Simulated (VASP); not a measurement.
Ge:

```
CELL_PARAMETERS angstrom
-2.77196 2.77196 3.43058
2.77196 -2.77196 3.43058
2.77196 2.77196 -3.43058
ATOMIC_POSITIONS crystal
Ge 0.17396 0.17396 0.00000
Ge 0.82604 0.82604 0.00000
Ge 0.50000 0.50000 0.00000
```

The cell was built from a structure type or drawn by symmetry, and may not be a known phase.

```yaml
Program: VASP 6.6.1
Task: relaxation of cell and atoms
Functional: PBE
Potentials_or_basis: VASP PAW PBE potentials, release 64 (Ge_d)
Cutoff: 600 eV
k_mesh: 4 × 4 × 4
Occupations: gaussian, width 0.1 eV
Spin: no spin polarisation
```

At the start: pressure 4.2 GPa; volume 35.15 Å³/atom.

Question: How do energy, volume and symmetry change on relaxing?

Answer: Over 16 steps the energy falls by 996.5 meV/atom and the volume is 19.60 Å³/atom (-44.2 %); space group I4/mmm (No. 139, to 0.1 Å) before and after.

The path:
| step | energy change (eV) | largest force (eV/Å) | pressure (GPa) | volume (Å³) |
| --- | --- | --- | --- | --- |
| 1 | 0.0000 | 1.1025 | 4.22 | 105.44 |
| 2 | -0.4420 | 0.0176 | -7.86 | 117.31 |
| 3 | -0.7698 | 0.0153 | -5.42 | 111.79 |
| 4 | -0.7741 | 0.0510 | -4.98 | 111.40 |
| 5 | -0.7741 | 0.0888 | -4.65 | 111.11 |
| 6 | -1.3380 | 0.0719 | -5.60 | 97.98 |
| 7 | -2.0010 | 0.0030 | -5.32 | 83.51 |
| 8 | -2.7373 | 0.2534 | 6.31 | 57.85 |
| 9 | -2.7370 | 0.1997 | 3.55 | 61.13 |
| 10 | -2.9849 | 0.0627 | 1.33 | 57.77 |
| 11 | -2.9850 | 0.0658 | 1.25 | 57.81 |
| 12 | -2.9849 | 0.0518 | -0.48 | 59.60 |
| 13 | -2.9877 | 0.0644 | 0.33 | 58.65 |
| 14 | -2.9889 | 0.0361 | -0.28 | 59.00 |
| 15 | -2.9894 | 0.0459 | -0.09 | 58.88 |
| 16 | -2.9896 | 0.0378 | 0.01 | 58.81 |

Final structure:
```
Ge
1.0
    -1.86617    1.86617    4.22165
     1.86617   -1.86617    4.22165
     1.86617    1.86617   -4.22165
Ge
3
Cartesian
  0.0000 0.0000 1.3927
  0.0000 0.0000 7.0506
  0.0000 0.0000 4.2217
```

Caveat: the k points lie up to 0.46 Å⁻¹ apart in the final cell, too coarse for converged energies and pressures of a metal; the volume moved by over 15 % at a fixed basis, so the end points are rough.
